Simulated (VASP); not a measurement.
Runs of VASP 6.6.1 on WSe2. The structure is that of space group P6_3/mmc (No. 194), or close to it. The cells are those of the table. 

```csv
task,level,potentials or basis,cell,k mesh,cutoff (eV),smearing,gap on the mesh (eV),pressure (GPa),largest force (eV/Å)
single point,r2SCAN,"VASP PAW PBE potentials, release 64 (W_sv, Se)","a = 3.300, b = 3.300, c = 13.149 Å, angles 90.0, 90.0, 120.0°, 6 atoms",12 × 12 × 2,520,gaussian 0.01 eV,1.16,1.7,0.01
single point,PBE,"VASP PAW PBE potentials, release 64 (W_sv, Se)","a = 3.300, b = 3.300, c = 13.149 Å, angles 90.0, 90.0, 120.0°, 6 atoms",12 × 12 × 2,520,fermi-dirac 0.02 eV,1.04,3.7,0.33
single point,PBE+D3(BJ),"VASP PAW PBE potentials, release 64 (W_sv, Se)","a = 3.279, b = 3.279, c = 12.789 Å, angles 90.0, 90.0, 120.0°, 6 atoms",12 × 12 × 2,520,fermi-dirac 0.02 eV,0.89,0.3,0.05
relaxation of cell and atoms,PBE+D4,"VASP PAW PBE potentials, release 64 (W_sv, Se)","relaxed from a = 3.279, b = 3.279, c = 12.789 Å, angles 90.0, 90.0, 120.0°, 6 atoms",12 × 12 × 2,600,fermi-dirac 0.02 eV,0.91,0.0,-
single point,r2SCAN+rVV10,"VASP PAW PBE potentials, release 64 (W_sv, Se)","a = 3.300, b = 3.300, c = 13.149 Å, angles 90.0, 90.0, 120.0°, 6 atoms",12 × 12 × 2,520,fermi-dirac 0.02 eV,1.14,0.7,(a)
single point,PBE,"VASP PAW PBE potentials, release 64 (W_sv, Se)","a = 3.300, b = 3.300, c = 13.149 Å, angles 90.0, 90.0, 120.0°, 6 atoms",6 × 6 × 2,520,gaussian 0.01 eV,1.04,3.7,0.33
single point,LDA,"VASP PAW LDA potentials, release 64 (W_sv, Se)","a = 3.300, b = 3.300, c = 13.149 Å, angles 90.0, 90.0, 120.0°, 6 atoms",12 × 12 × 2,520,gaussian 0.01 eV,0.98,-3.5,0.17
single point,PBE+D4,"VASP PAW PBE potentials, release 64 (W_sv, Se)","a = 3.279, b = 3.279, c = 12.838 Å, angles 90.0, 90.0, 120.0°, 6 atoms",12 × 12 × 2,520,fermi-dirac 0.02 eV,0.91,0.3,(b)
```

Alike in all rows: no spin polarisation.

Problem. Estimate the missing entries.

Solution. (a) 0.08; (b) 0.04.

Caveats: spin-orbit coupling is left out, which moves the levels of the heavy elements; the PAW data sets were made with another functional, which shifts forces and pressure a little (some runs); this functional lacks dispersion, which binds the layers, so the pressure and a relaxed spacing across them are unreliable (some runs).

A k mesh can miss the band edges, and the runs leave out spin-orbit coupling on Se, W.
